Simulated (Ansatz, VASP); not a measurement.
## Sc: VASP beside Ansatz

File INCAR:

```
  PREC = Accurate
  ENCUT = 520
  EDIFF = 1E-6
  ISMEAR = -1
  SIGMA = 0.3
  LREAL = F
  LASPH = T
  NELM = 100
  ALGO = Normal
  ISIF = 2
  LWAVE = F
  LCHARG = F
  GGA = PE
  NBANDS = 18
```

KPOINTS

```
regular mesh
0
Gamma
  11 11 6
```

POSCAR

```
Sc
1.0
    3.3193628924      0.0000000000      0.0000000000
   -1.6596814462      2.8746525892      0.0000000000
    0.0000000000      0.0000000000      5.1842605006
Sc
2
Direct
    0.3333333333      0.6666666667      0.2500000000
    0.6666666667      0.3333333333      0.7500000000
```

Input for Ansatz:

```yaml
crystal:
  lattice:
    - [3.3193628924, 0.0, 0.0]
    - [-1.6596814462, 2.8746525892, 0.0]
    - [0.0, 0.0, 5.1842605006]
  atoms:
    - { symbol: Sc, position: [0.3333333333, 0.6666666667, 0.25] }
    - { symbol: Sc, position: [0.6666666667, 0.3333333333, 0.75] }
hamiltonian:
  xc: pbe
  pseudopotentials:
    kind: paw
    azcp:
      Sc: "pseudopotentials/Sc.paw.azcp"
basis:
  ecutwfc: 420
  fft_grid_basis: typed
kpoints:
  mp_grid: { grid: [11, 11, 6], shift: [0, 0, 0] }
magnetization:
  spin_polarized: false
scf:
  occupations: { method: fermi_dirac, width: 0.3 }
  lower_state_search: "off"
output:
  stress: true
  write_density: true
  write_potential: true
  elf: true
  volumetric_format: npy
```

Alike in both runs: task single point; functional PBE; k mesh 11 × 11 × 6; occupations fermi-dirac, width 0.3 eV; no spin polarisation.

|  | VASP | Ansatz |
| --- | --- | --- |
| version | VASP 6.6.1 | Ansatz 0.2.0 |
| potentials or method | VASP PAW PBE potentials, release 64 (Sc_sv), cutoff 520 eV | plane waves (420 eV) with PAW, scalar-relativistic |
| valence electrons in the cell | 22 | 22 |

```tsv
	VASP	Ansatz	Ansatz less VASP
pressure (GPa)	1.1	1.1	-0.03
traceless stress, the component that is largest in VASP (GPa)	0.83	0.82	-0.004
```
